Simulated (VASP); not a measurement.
# NaLa (P-6m2) in VASP: further runs, part 2 of 2

VASP 6.6.1. Earlier steps stand in the parts before.

## 3. Single point, PBEsol

INCAR reads:

```
SYSTEM = NaLa
  PREC = Accurate
  ENCUT = 520
  EDIFF = 1E-7
  ISMEAR = -1
  SIGMA = 0.05
  LREAL = .FALSE.
  LASPH = .TRUE.
  NELM = 80
  ALGO = Normal
  ISIF = 2
  LWAVE = .FALSE.
  LCHARG = .FALSE.
  GGA = PS
  NBANDS = 16
```

KPOINTS reads:

```
Automatic mesh
0
G
  5 5 3
  0 0 0
```

POSCAR reads:

```
NaLa
1.0
    3.6062507687      0.0000000000      0.0000000000
   -1.8031253843      3.1231047781      0.0000000000
    0.0000000000      0.0000000000      6.4837820000
La Na
1 1
Direct
    0.3333333333      0.6666666667      0.5000000000
    0.0000000000      0.0000000000      0.0000000000
```

Potentials or basis: VASP PAW PBE potentials, release 64 (La, Na_pv).

Launch:

```console
$ cat potpaw_PBE.64/La/POTCAR potpaw_PBE.64/Na_pv/POTCAR > POTCAR
$ mpirun -np 1 vasp_std > vasp.out
```

OUTCAR:

```text
SYSTEM = NaLa
   PREC = Accurate
   ENCUT = 520
   EDIFF = 1E-7
   ISMEAR = -1
   LREAL = .FALSE.
   LASPH = .TRUE.
   NELM = 80
   ISIF = 2
   GGA = PS

 ion  position               nearest neighbor table
   1  0.333  0.667  0.500-
   2  0.000  0.000  0.000-

  LATTYP: Found a hexagonal cell.
 ALAT       =     3.6062507687
 C/A-ratio  =     1.7979287675

  Lattice vectors:

 A1 = (   3.6062507687,   0.0000000000,   0.0000000000)
 A2 = (  -1.8031253843,   3.1231047781,   0.0000000000)
 A3 = (   0.0000000000,   0.0000000000,   6.4837820000)

Analysis of symmetry for initial positions (statically):
=====================================================================
 Subroutine PRICEL returns:
 Original cell was already a primitive cell.

 Routine SETGRP: Setting up the symmetry group for a
 hexagonal supercell.

 Subroutine GETGRP returns: Found 12 space group operations
 (whereof 12 operations were pure point group operations)
 out of a pool of 24 trial point group operations.

The static configuration has the point symmetry D_3h.

Analysis of symmetry for dynamics (positions and initial velocities):
=====================================================================
 Subroutine PRICEL returns:
 Original cell was already a primitive cell.

 Routine SETGRP: Setting up the symmetry group for a
 hexagonal supercell.

 Subroutine GETGRP returns: Found 12 space group operations
 (whereof 12 operations were pure point group operations)
 out of a pool of 24 trial point group operations.

The dynamic configuration has the point symmetry D_3h.

 Subroutine INISYM returns: Found 12 space group operations
 (whereof 12 operations are pure point group operations),
 and found     1 'primitive' translations

----------------------------------------------------------------------------------------

                                     Primitive cell

  volume of cell :      73.0249

  direct lattice vectors                    reciprocal lattice vectors
     3.606250769  0.000000000  0.000000000     0.277296301  0.160097094  0.000000000
    -1.803125384  3.123104778  0.000000000     0.000000000  0.320194188  0.000000000
     0.000000000  0.000000000  6.483782000     0.000000000  0.000000000  0.154230972

  length of vectors
     3.606250769  3.606250769  6.483782000     0.320194188  0.320194188  0.154230972

  position of ions in fractional coordinates (direct lattice)
     0.333333333  0.666666667  0.500000000
     0.000000000  0.000000000  0.000000000

  ion indices of the primitive-cell ions
   primitive index   ion index
                 1           1
                 2           2

----------------------------------------------------------------------------------------

 KPOINTS: Automatic mesh

Automatic generation of k-mesh.
 Grid dimensions read from file:
 generate k-points for:    5    5    3

 Generating k-lattice:

  Cartesian coordinates                     Fractional coordinates (reciprocal lattice)
     0.055459260  0.032019419  0.000000000     0.200000000 -0.000000000  0.000000000
     0.000000000  0.064038838  0.000000000     0.000000000  0.200000000  0.000000000
     0.000000000  0.000000000  0.051410324     0.000000000  0.000000000  0.333333333

  Length of vectors
     0.064038838  0.064038838  0.051410324

  Shift w.r.t. Gamma in fractional coordinates (k-lattice)
     0.000000000  0.000000000  0.000000000

 Subroutine IBZKPT returns following result:
 ===========================================

 Found     10 irreducible k-points:

 Following reciprocal coordinates:
            Coordinates               Weight
  0.000000  0.000000  0.000000      1.000000
  0.200000 -0.000000  0.000000      6.000000
  0.400000 -0.000000  0.000000      6.000000
  0.200000  0.200000  0.000000      6.000000
  0.400000  0.200000  0.000000      6.000000
  0.000000  0.000000  0.333333      2.000000
  0.200000 -0.000000  0.333333     12.000000
  0.400000 -0.000000  0.333333     12.000000
  0.200000  0.200000  0.333333     12.000000
  0.400000  0.200000  0.333333     12.000000
   k-points           NKPTS =     10   k-points in BZ     NKDIM =     10   number of bands    NBANDS=     16
   number of dos      NEDOS =    301   number of ions     NIONS =      2
   total plane-waves  NPLWV =  37632
   dimension x,y,z NGX =    28 NGY =   28 NGZ =   48
   dimension x,y,z NGXF=    56 NGYF=   56 NGZF=   96
   ions per type =               1   1
   NGX,Y,Z   is equivalent  to a cutoff of  12.91, 12.91, 12.31 a.u.
   NGXF,Y,Z  is equivalent  to a cutoff of  25.82, 25.82, 24.61 a.u.
 SYSTEM =  NaLa
   PREC   = accura    normal or accurate (medium, high low for compatibility)
   ISTART =      0    job   : 0-new  1-cont  2-samecut
   ICHARG =      2    charge: 1-file 2-atom 10-const
   ISPIN  =      1    spin polarized calculation?
   LNONCOLLINEAR =      F non collinear calculations
   LSORBIT =      F    spin-orbit coupling
   LASPH  =      T    aspherical Exc in radial PAW
   ENCUT  =  520.0 eV  38.22 Ry    6.18 a.u.   6.71  6.71 12.06*2*pi/ulx,y,z
   NELM   =     80;   NELMIN=  2; NELMDL= -5     # of ELM steps
   EDIFF  = 0.1E-06   stopping-criterion for ELM
   LREAL  =      F    real-space projection
   EDIFFG = 0.1E-05   stopping-criterion for IOM
   NSW    =      0    number of steps for IOM
   IBRION =     -1    ionic relax: 0-MD 1-quasi-New 2-CG
   NFREE  =      0    steps in history (QN), initial steepest desc. (CG)
   ISIF   =      2    stress and relaxation
   ISYM   =      2    0-nonsym 1-usesym 2-fastsym
   POTIM  = 0.5000    time-step for ionic-motion
   TEBEG  =    0.0;   TEEND  =   0.0 temperature during run
   PSTRESS=    0.0 pullay stress
   NELECT =      18.0000    total number of electrons
   NUPDOWN=      -1.0000    fix difference up-down
   EMIN   =  10.00;   EMAX   =-10.00  energy-range for DOS
   EFERMI =   0.00;   METHOD = LEGACY
   ISMEAR =    -1;   SIGMA  =   0.05  broadening in eV -4-tet -1-fermi 0-gaus
   EFERMI_NEDOS =   21; number of points for ismear=-14 and -15
   IALGO  =     38    algorithm
   IMIX   =      4    mixing-type and parameters
     AMIX     =   0.40;   BMIX     =  1.00
     AMIX_MAG =   1.60;   BMIX_MAG =  1.00
  volume/ion in A,a.u.               =      36.51       246.40
  Fermi-wavevector in a.u.,A,eV,Ry     =   1.026460  1.939728 14.335373  1.053620
  Thomas-Fermi vector in A             =   2.160354
   LORBIT       =      0    0 simple, 1 ext, 2 COOP (PROOUT), +10 PAW based schemes
   GGA     = PS    functional components
   LHFCALC =     F    Hartree Fock is set to
   AEXX    =    0.0000 exact exchange contribution
   IVDW    =     0    specifies the selected vdW correction
   LEPSILON=     F    determine dielectric tensor
   LRPA    =     F    only Hartree local field effects (RPA)
 non-spin polarized calculation
  energy-cutoff  :      520.00
  volume of cell :       73.02
 maximum number of plane-waves:      1992
 NGX is ok and might be reduce to    28
   NGX = 13   NGY = 13   NGZ = 25

 number of electron      17.9999986 magnetization

 Free energy of the ion-electron system (eV)
  ---------------------------------------------------
  ext. energy  EPLUGINS =         0.00000000
  ---------------------------------------------------
  free energy    TOTEN  =        -6.26147495 eV

  energy without entropy =       -6.23607005  energy(sigma->0) =       -6.24877250

 E-fermi :   3.9602     XC(G=0):  -8.2181

 val. band max:        3.8509589533   @ k =   0.2000   0.2000   0.0000
 cond. band min:       3.9778832203   @ k =   0.2000   0.2000   0.3333
 fundamental gap:      0.1269242671
 Fermi energy:         3.9602340828

 k-point     1 :       0.0000    0.0000    0.0000
  band No.  band energies     occupation
      1     -29.0640      2.00000
      2     -20.1522      2.00000
      3     -20.1497      2.00000
      4     -20.1497      2.00000
      5     -12.7845      2.00000
      6     -11.9342      2.00000
[... 8 lines left out ...]
     15       5.7611      0.00000
     16       5.7612      0.00000
[... 153 lines left out ...]
 k-point    10 :       0.4000    0.2000    0.3333
  band No.  band energies     occupation
      1     -28.8524      2.00000
      2     -20.1857      2.00000
      3     -20.1683      2.00000
      4     -20.1453      2.00000
      5     -13.1999      2.00000
      6     -12.6034      2.00000
[... 8 lines left out ...]
     15       5.8139      0.00000
     16       5.9517      0.00000

------------------------ aborting loop because EDIFF is reached ----------------------------------------

  FORCE on cell =-STRESS in cart. coord.  units (eV):
  Direction    XX          YY          ZZ          XY          YZ          ZX
  --------------------------------------------------------------------------------------
  -------------------------------------------------------------------------------------
  Total       -0.3809607     -0.3809607     -0.3762629     -0.0000000      0.0000000      0.0000000
  in kB       -8.3583368     -8.3583368     -8.2552676     -0.0000000      0.0000000      0.0000000
  external PRESSURE =      -8.3239804 kB  Pullay stress =       0.0000000 kB

 VOLUME and BASIS-vectors are now :
 -----------------------------------------------------------------------------
  energy-cutoff  :      520.00
  volume of cell :       73.02
      direct lattice vectors                 reciprocal lattice vectors
     3.606250769  0.000000000  0.000000000     0.277296301  0.160097094  0.000000000
    -1.803125384  3.123104778  0.000000000     0.000000000  0.320194188  0.000000000
     0.000000000  0.000000000  6.483782000     0.000000000  0.000000000  0.154230972

 POSITION                                       TOTAL-FORCE (eV/Angst)
 -----------------------------------------------------------------------------------
     -0.00000      2.08207      3.24189         0.000000     -0.000000      0.000000
      0.00000      0.00000      0.00000        -0.000000      0.000000      0.000000
 -----------------------------------------------------------------------------------
    total drift:                                0.000000     -0.000000     -0.000000

  FREE ENERGIE OF THE ION-ELECTRON SYSTEM (eV)
  ---------------------------------------------------
  free  energy   TOTEN  =        -6.2614749538 eV

  energy  without entropy=       -6.2360700468  energy(sigma->0) =       -6.24877250
```

OSZICAR:

```text
N       E                     dE             d eps       ncg     rms          rms(c)
DAV:   1     0.184006513418E+03    0.18401E+03   -0.78553E+03   328   0.143E+03
DAV:   2     0.134351290710E+02   -0.17057E+03   -0.16531E+03   440   0.273E+02
DAV:   3    -0.413029294876E+01   -0.17565E+02   -0.17232E+02   352   0.109E+02
DAV:   4    -0.683519205701E+01   -0.27049E+01   -0.26494E+01   624   0.274E+01
DAV:   5    -0.690281069178E+01   -0.67619E-01   -0.67422E-01   400   0.485E+00    0.294E+00
DAV:   6    -0.629122970550E+01    0.61158E+00   -0.18601E+00   552   0.617E+00    0.129E+00
DAV:   7    -0.626882427334E+01    0.22405E-01   -0.80206E-02   448   0.221E+00    0.640E-01
DAV:   8    -0.626152609372E+01    0.72982E-02   -0.28913E-02   544   0.113E+00    0.845E-02
DAV:   9    -0.626151025478E+01    0.15839E-04   -0.25781E-03   560   0.415E-01    0.467E-02
DAV:  10    -0.626147545939E+01    0.34795E-04   -0.20541E-04   480   0.975E-02    0.820E-03
DAV:  11    -0.626147484632E+01    0.61308E-06   -0.23500E-05   568   0.392E-02    0.373E-03
DAV:  12    -0.626147509769E+01   -0.25138E-06   -0.27058E-06   520   0.125E-02    0.168E-03
DAV:  13    -0.626147498655E+01    0.11114E-06   -0.24552E-07   456   0.418E-03    0.491E-04
DAV:  14    -0.626147495381E+01    0.32747E-07   -0.59033E-08   416   0.234E-03
   1 F= -.62614750E+01 E0= -.62487725E+01  d E =-.254049E-01
```

stdout:

```text
POSCAR found type information on POSCAR LaNa
 POSCAR found :  2 types and       2 ions
 scaLAPACK will be used
 -----------------------------------------------------------------------------
|                                                                             |
|                                                                             |
|     You enforced a specific xc type in the INCAR file but a different       |
|     I HOPE YOU KNOW WHAT YOU ARE DOING!                                     |
|                                                                             |
 -----------------------------------------------------------------------------

 LDA part: xc-table for (Slater+PW92), standard interpolation
 POSCAR, INCAR and KPOINTS ok, starting setup
 FFT: planning ... GRIDC
 FFT: planning ... GRID_SOFT
 FFT: planning ... GRID
 WAVECAR not read
 entering main loop
```

It took 38 s on 1 thread of AMD EPYC 7R13, shared host; peak memory 0.16 GiB.

What came out:

```yaml
Free_energy: -6.2615 eV
Pressure: -0.8 GPa
Band_gap_on_the_k_mesh: zero (band 9 reaches 3.98 eV, above the bottom of band 10 at 3.75 eV)
```

Caveat: the k points lie up to 0.40 Å⁻¹ apart; the PAW data sets were made with another functional, which shifts forces and pressure a little; spin-orbit coupling is left out, which moves the levels of the heavy elements.

## 4. Single point, RPBE

INCAR reads:

```
PREC = Accurate
ENCUT = 520
EDIFF = 1E-6
ISMEAR = -1
SIGMA = 0.05
LREAL = F
LASPH = T
NELM = 60
ALGO = Normal
ISIF = 2
LWAVE = F
LCHARG = F
GGA = RP
NBANDS = 16
```

KPOINTS reads:

```
regular mesh
0
Gamma
  5 5 3
```

POSCAR is that of step 3.

Launch:

```console
$ cat potpaw_PBE.64/La/POTCAR potpaw_PBE.64/Na_pv/POTCAR > POTCAR
$ mpirun -np 1 vasp_std > vasp.out
```

It took 32 s on 1 thread of AMD EPYC 7R13, shared host; peak memory 0.16 GiB.

Results (log left out):

```
Free energy            : -5.3243 eV
Pressure               : 1.1 GPa
Band gap on the k mesh : zero (band 9 reaches 4.20 eV, above the bottom of band 10 at 3.98 eV)
```

Stress tensor (GPa, compression positive):
```
1.31 0.00 0.00
0.00 1.31 0.00
0.00 0.00 0.64
```

Levels at points of the mesh, in eV from the Fermi level:
```
           k point  band 6  band 7  band 8  band 9  band 10  band 11  band 12  band 13
(0.00, 0.00, 0.00)  -16.01  -16.01   -3.16   -1.12     0.84     1.16     1.71     1.71
```

Caveat: the k points lie up to 0.40 Å⁻¹ apart; the PAW data sets were made with another functional, which shifts forces and pressure a little; spin-orbit coupling is left out, which moves the levels of the heavy elements.

## 5. Summary

```tsv
level	gap on the mesh (eV)	pressure (GPa)
PBE	none	0.2
PBEsol	none	-0.8
RPBE	none	1.1
```

Alike in all rows: task single point; potentials or basis VASP PAW PBE potentials, release 64 (La, Na_pv); no spin polarisation; cell as given; k mesh 5 × 5 × 3; cutoff (eV) 520; smearing fermi-dirac 0.05 eV.

Caveats: all runs use coarse meshes; spin-orbit coupling is left out, which moves the levels of the heavy elements; the PAW data sets were made with another functional, which shifts forces and pressure a little (some runs).

Absolute energies hang on the potentials; compare differences alone.
